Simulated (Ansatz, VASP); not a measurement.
Ga: VASP beside Ansatz

Contents of INCAR:

```
ALGO = Normal ; EDIFF = 1E-6
EDIFFG = -0.01 ; ENCUT = 600
GGA = PE ; IBRION = 2
ISIF = 3 ; ISMEAR = 0
LASPH = True ; LCHARG = False
LREAL = False ; LWAVE = False
NELM = 100 ; NSW = 100
PREC = Accurate ; SIGMA = 0.1
```

Contents of KPOINTS:

```
k-points
0
Gamma
  20 20 20
```

POSCAR

```
Ga
1.0
    2.7266157095      0.0000000000      0.0000000000
    0.0000000000      2.7266157095      0.0000000000
    0.0000000000      0.0000000000      2.7266157095
Ga
1
Direct
    0.0000000000      0.0000000000      0.0000000000
```

Input for Ansatz:

```yaml
crystal:
  lattice:
    - [2.7266157095, 0.0, 0.0]
    - [0.0, 2.7266157095, 0.0]
    - [0.0, 0.0, 2.7266157095]
  atoms:
    - { symbol: Ga, position: [0.0, 0.0, 0.0] }
basis:
  ecutwfc: 420
kpoints:
  mp_grid: { grid: [20, 20, 20] }
hamiltonian:
  xc: pbe
scf:
  occupations: { method: gaussian, width: 0.1 }
output:
  forces: true
  stress: true
  eigenvalues: true
  write_density: true
  write_potential: true
  elf: true
  volumetric_format: npy
relax:
  adjacent_minimum: "off"
  f_tol: 0.01
  max_steps: 80
  cell: { stress_tol: 0.05 }
```

Alike in both runs: task relaxation of cell and atoms; functional PBE; k mesh 20 × 20 × 20; occupations gaussian, width 0.1 eV; no spin polarisation.

|  | VASP | Ansatz |
| --- | --- | --- |
| version | VASP 6.6.1 | Ansatz 0.2.0 |
| potentials or method | VASP PAW PBE potentials, release 64 (Ga_d), cutoff 600 eV | scalar-relativistic, plane waves, PAW |
| valence electrons in the cell | 13 | 13 |

|  | VASP | Ansatz | Ansatz less VASP |
| --- | --- | --- | --- |
| gap on the k mesh at the Fermi level, each at its own relaxed structure (eV) | none | none | - |
| relaxed volume (Å³/atom) | 20.11 | 20.05 | -0.061 |
| relaxed cell length with the largest relative difference (Å) | 2.719 | 2.717 | -0.0027 |

A gap of «none» marks a metal or a gap that the smearing closes.
